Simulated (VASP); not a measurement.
# TaN (P6_3/mmc) in VASP: further runs, part 3 of 3

VASP 6.6.1.

## Step 6: Electric field gradients, PBE (volume scaled by 1.01)

Input file INCAR:

```
PREC = Accurate
ENCUT = 520
EDIFF = 1E-8
ISMEAR = -1
SIGMA = 0.01
LREAL = False
LASPH = True
NELM = 60
ALGO = Normal
ISIF = 2
LWAVE = False
LCHARG = False
GGA = PE
LEFG = True
NBANDS = 24
```

Input file KPOINTS:

```
Automatic mesh
0
Gamma
  9 9 5
```

Input file POSCAR:

```
TaN
1.0
    3.0581283054      0.0000000000      0.0000000000
   -1.5290641527      2.6484168005      0.0000000000
    0.0000000000      0.0000000000      4.9343389905
Ta N
2 2
Direct
    0.0000000000      0.0000000000      0.0000000000
    0.0000000000      0.0000000000      0.5000000000
    0.3333333333      0.6666666667      0.2500000000
    0.6666666667      0.3333333333      0.7500000000
```

Potentials or basis: VASP PAW PBE potentials, release 64 (Ta_pv, N).

Command:

```sh
> cat potpaw_PBE.64/Ta_pv/POTCAR potpaw_PBE.64/N/POTCAR > POTCAR
> mpirun -np 1 vasp_std > vasp.out
```

OUTCAR:

```text
PREC = Accurate
   ENCUT = 520
   EDIFF = 1E-8
   ISMEAR = -1
   LREAL = False
   LASPH = True
   NELM = 60
   ISIF = 2
   GGA = PE

 ion  position               nearest neighbor table
   1  0.000  0.000  0.000-   3 2.15   4 2.15   3 2.15   4 2.15   4 2.15   3 2.15   2 2.47   2 2.47

   2  0.000  0.000  0.500-   3 2.15   4 2.15   3 2.15   4 2.15   4 2.15   3 2.15   1 2.47   1 2.47

   3  0.333  0.667  0.250-   1 2.15   2 2.15   1 2.15   2 2.15   1 2.15   2 2.15
   4  0.667  0.333  0.750-   1 2.15   2 2.15   1 2.15   2 2.15   1 2.15   2 2.15

  LATTYP: Found a hexagonal cell.
 ALAT       =     3.0581283054
 C/A-ratio  =     1.6135160130

  Lattice vectors:

 A1 = (   3.0581283054,   0.0000000000,   0.0000000000)
 A2 = (  -1.5290641527,   2.6484168005,   0.0000000000)
 A3 = (   0.0000000000,   0.0000000000,   4.9343389905)

Analysis of symmetry for initial positions (statically):
=====================================================================
 Subroutine PRICEL returns:
 Original cell was already a primitive cell.

 Routine SETGRP: Setting up the symmetry group for a
 hexagonal supercell.

 Subroutine GETGRP returns: Found 24 space group operations
 (whereof 12 operations were pure point group operations)
 out of a pool of 24 trial point group operations.

The static configuration has the point symmetry D_3d.
 The point group associated with its full space group is D_6h.

Analysis of symmetry for dynamics (positions and initial velocities):
=====================================================================
 Subroutine PRICEL returns:
 Original cell was already a primitive cell.

 Routine SETGRP: Setting up the symmetry group for a
 hexagonal supercell.

 Subroutine GETGRP returns: Found 24 space group operations
 (whereof 12 operations were pure point group operations)
 out of a pool of 24 trial point group operations.

The dynamic configuration has the point symmetry D_3d.
 The point group associated with its full space group is D_6h.

 Subroutine INISYM returns: Found 24 space group operations
 (whereof 12 operations are pure point group operations),
 and found     1 'primitive' translations

----------------------------------------------------------------------------------------

                                     Primitive cell

  volume of cell :      39.9642

  direct lattice vectors                    reciprocal lattice vectors
     3.058128305  0.000000000  0.000000000     0.326997398  0.188792036  0.000000000
    -1.529064153  2.648416801  0.000000000     0.000000000  0.377584072  0.000000000
     0.000000000  0.000000000  4.934338990     0.000000000  0.000000000  0.202661390

  length of vectors
     3.058128305  3.058128305  4.934338990     0.377584072  0.377584072  0.202661390

  position of ions in fractional coordinates (direct lattice)
     0.000000000  0.000000000  0.000000000
     0.000000000  0.000000000  0.500000000
     0.333333333  0.666666667  0.250000000
     0.666666667  0.333333333  0.750000000

  ion indices of the primitive-cell ions
   primitive index   ion index
[... 85 lines left out ...]
   TEBEG  =    0.0;   TEEND  =   0.0 temperature during run
   PSTRESS=    0.0 pullay stress
   NELECT =      32.0000    total number of electrons
   NUPDOWN=      -1.0000    fix difference up-down
   EMIN   =  10.00;   EMAX   =-10.00  energy-range for DOS
   EFERMI =   0.00;   METHOD = LEGACY
   ISMEAR =    -1;   SIGMA  =   0.01  broadening in eV -4-tet -1-fermi 0-gaus
   EFERMI_NEDOS =   21; number of points for ismear=-14 and -15
   IALGO  =     38    algorithm
   IMIX   =      4    mixing-type and parameters
     AMIX     =   0.40;   BMIX     =  1.00
     AMIX_MAG =   1.60;   BMIX_MAG =  1.00
  volume/ion in A,a.u.               =       9.99        67.42
  Fermi-wavevector in a.u.,A,eV,Ry     =   1.520201  2.872764 31.443234  2.311013
  Thomas-Fermi vector in A             =   2.629084
   LORBIT       =      0    0 simple, 1 ext, 2 COOP (PROOUT), +10 PAW based schemes
   GGA     = PE    functional components
   LHFCALC =     F    Hartree Fock is set to
   AEXX    =    0.0000 exact exchange contribution
   IVDW    =     0    specifies the selected vdW correction
   LEPSILON=     F    determine dielectric tensor
   LRPA    =     F    only Hartree local field effects (RPA)
 non-spin polarized calculation
  energy-cutoff  :      520.00
  volume of cell :       39.96
 maximum number of plane-waves:      1092
 NGX is ok and might be reduce to    24
   NGX = 11   NGY = 11   NGZ = 19

 number of electron      32.0000003 magnetization

 Free energy of the ion-electron system (eV)
  ---------------------------------------------------
  ext. energy  EPLUGINS =         0.00000000
  ---------------------------------------------------
  free energy    TOTEN  =       -41.43477208 eV

  energy without entropy =      -41.43306758  energy(sigma->0) =      -41.43391983

 E-fermi :   9.7776     XC(G=0): -13.6907

 val. band max:        9.7728003866   @ k =   0.2222   0.2222   0.4000
 cond. band min:       9.7892400770   @ k =   0.3333   0.2222   0.2000
 fundamental gap:      0.0164396904
 Fermi energy:         9.7776497825

 k-point     1 :       0.0000    0.0000    0.0000
  band No.  band energies     occupation
      1     -27.3444      2.00000
      2     -25.5705      2.00000
      3     -25.5705      2.00000
      4     -25.2070      2.00000
      5     -25.2070      2.00000
      6     -24.3896      2.00000
[... 637 lines left out ...]
     23      17.0730      0.00000
     24      17.0730      0.00000

 [... further k-points ...]
[... 5 lines left out ...]
  --------------------------------------------------------------------------------------
  -------------------------------------------------------------------------------------
  Total        7.0247193      7.0247193     27.6709021     -0.0000000      0.0000000      0.0000000
  in kB      281.6232713    281.6232713   1109.3354248     -0.0000000      0.0000000      0.0000000
  external PRESSURE =     557.5273225 kB  Pullay stress =       0.0000000 kB

 VOLUME and BASIS-vectors are now :
 -----------------------------------------------------------------------------
  energy-cutoff  :      520.00
  volume of cell :       39.96
      direct lattice vectors                 reciprocal lattice vectors
     3.058128305  0.000000000  0.000000000     0.326997398  0.188792036  0.000000000
    -1.529064153  2.648416801  0.000000000     0.000000000  0.377584072  0.000000000
     0.000000000  0.000000000  4.934338990     0.000000000  0.000000000  0.202661390

 POSITION                                       TOTAL-FORCE (eV/Angst)
 -----------------------------------------------------------------------------------
      0.00000      0.00000      0.00000        -0.000000      0.000000      0.000000
      0.00000      0.00000      2.46717        -0.000000      0.000000      0.000000
     -0.00000      1.76561      1.23358        -0.000000     -0.000000      0.000000
      1.52906      0.88281      3.70075         0.000000      0.000000      0.000000
 -----------------------------------------------------------------------------------
    total drift:                               -0.000000      0.000000      0.000000

  FREE ENERGIE OF THE ION-ELECTRON SYSTEM (eV)
  ---------------------------------------------------
  free  energy   TOTEN  =       -41.4347720771 eV

  energy  without entropy=      -41.4330675782  energy(sigma->0) =      -41.43391983

 Electric field gradients (V/A^2)
---------------------------------------------------------------------
 ion       V_xx      V_yy      V_zz      V_xy      V_xz      V_yz
---------------------------------------------------------------------
   1      88.501    88.500  -177.001    -0.000    -0.000     0.000
   2      88.501    88.500  -177.001    -0.000     0.000    -0.000
   3      -2.897    -2.896     5.793     0.000     0.000     0.000
   4      -2.897    -2.896     5.793     0.000     0.000     0.000
---------------------------------------------------------------------

 Electric field gradients after diagonalization (V/A^2)
 (convention: |V_zz| > |V_xx| > |V_yy|)
----------------------------------------------------------------------
 ion       V_xx      V_yy      V_zz     asymmetry (V_yy - V_xx)/ V_zz
----------------------------------------------------------------------
   1      88.501    88.500  -177.001       0.000
   2      88.501    88.500  -177.001       0.000
   3      -2.897    -2.896     5.793       0.000
   4      -2.897    -2.896     5.793       0.000
----------------------------------------------------------------------

           NMR quadrupolar parameters

 Cq : quadrupolar parameter    Cq=e*Q*V_zz/h
 eta: asymmetry parameters     (V_yy - V_xx)/ V_zz
 Q  : nuclear electric quadrupole moment in mb (millibarn)
----------------------------------------------------------------------
 ion       Cq(MHz)       eta       Q (mb)
----------------------------------------------------------------------
   1      -0.428       0.000       1.000
   2      -0.428       0.000       1.000
   3       0.014       0.000       1.000
   4       0.014       0.000       1.000
----------------------------------------------------------------------
```

OSZICAR:

```text
N       E                     dE             d eps       ncg     rms          rms(c)
DAV:   1     0.272280779848E+03    0.27228E+03   -0.17404E+04  1728   0.142E+03
DAV:   2    -0.332512006083E+02   -0.30553E+03   -0.29031E+03  2056   0.413E+02
DAV:   3    -0.466182654863E+02   -0.13367E+02   -0.13181E+02  2152   0.850E+01
DAV:   4    -0.467681292260E+02   -0.14986E+00   -0.14956E+00  1904   0.924E+00
DAV:   5    -0.467702524580E+02   -0.21232E-02   -0.21215E-02  2224   0.896E-01    0.399E+01
DAV:   6    -0.416278764695E+02    0.51424E+01   -0.19444E+01  2040   0.307E+01    0.179E+01
DAV:   7    -0.414860881431E+02    0.14179E+00   -0.10983E+00  1928   0.769E+00    0.110E+01
DAV:   8    -0.414406099193E+02    0.45478E-01   -0.13285E-01  2096   0.281E+00    0.149E+00
DAV:   9    -0.414349134974E+02    0.56964E-02   -0.16032E-02  2048   0.811E-01    0.411E-01
DAV:  10    -0.414348333863E+02    0.80111E-04   -0.14822E-03  2144   0.320E-01    0.845E-02
DAV:  11    -0.414347722429E+02    0.61143E-04   -0.13669E-04  2064   0.943E-02    0.124E-02
DAV:  12    -0.414347730688E+02   -0.82589E-06   -0.42615E-06  2128   0.154E-02    0.601E-03
DAV:  13    -0.414347721577E+02    0.91113E-06   -0.32582E-07  2096   0.362E-03    0.318E-03
DAV:  14    -0.414347720788E+02    0.78901E-07   -0.44913E-08  1896   0.156E-03    0.437E-04
DAV:  15    -0.414347720771E+02    0.17130E-08   -0.27362E-09  1184   0.386E-04
   1 F= -.41434772E+02 E0= -.41433920E+02  d E =-.170450E-02
```

stdout:

```text
POSCAR found type information on POSCAR TaN
 POSCAR found :  2 types and       4 ions
 scaLAPACK will be used
 LDA part: xc-table for (Slater+PW92), standard interpolation
 POSCAR, INCAR and KPOINTS ok, starting setup
 FFT: planning ... GRIDC
 FFT: planning ... GRID_SOFT
 FFT: planning ... GRID
 WAVECAR not read
 entering main loop
ion   1

ion   2

ion   3

ion   4
```

Run time: 13 s. Hardware: 1 thread of Intel Xeon 6975P-C (Granite Rapids), shared host; peak memory 0.17 GiB.

What came out:

```yaml
Free_energy: -41.4348 eV
Pressure: 55.8 GPa
Band_gap_on_the_k_mesh: zero (band 16 reaches 10.48 eV, above the bottom of band 17 at 7.97 eV)
```

Stress tensor (GPa, compression positive):
```
 28.16   0.00   0.00
  0.00  28.16   0.00
  0.00   0.00 110.93
```

Electric field gradients, principal values (V/Å²):
```
atom   least  middle  greatest (by size)
1 Ta  88.500  88.501            -177.001
2 Ta  88.500  88.501            -177.001
 3 N  -2.896  -2.897               5.793
 4 N  -2.896  -2.897               5.793
```

Caveat: without QUAD_EFG the Cq values of the log hold for a quadrupole moment of 1 mb, not for the nuclei; spin-orbit coupling is left out, which moves the levels of the heavy elements.

## Step 7: Summary

```csv
cell,gap on the mesh (eV),pressure (GPa)
"a = 3.048, b = 3.048, c = 4.869 Å, angles 90.0, 90.0, 120.0°, 4 atoms",none,67.9
"a = 2.986, b = 2.986, c = 4.818 Å, angles 90.0, 90.0, 120.0°, 4 atoms",none,98.9
"a = 3.028, b = 3.028, c = 4.885 Å, angles 90.0, 90.0, 120.0°, 4 atoms",none,72.5
"a = 3.058, b = 3.058, c = 4.934 Å, angles 90.0, 90.0, 120.0°, 4 atoms",none,55.8
```

Alike in all rows: task electric field gradients; level PBE; potentials or basis VASP PAW PBE potentials, release 64 (Ta_pv, N); no spin polarisation; k mesh 9 × 9 × 5; cutoff (eV) 520; smearing fermi-dirac 0.01 eV.

Caveats: spin-orbit coupling is left out, which moves the levels of the heavy elements.

Absolute energies hang on the potentials; compare differences alone.
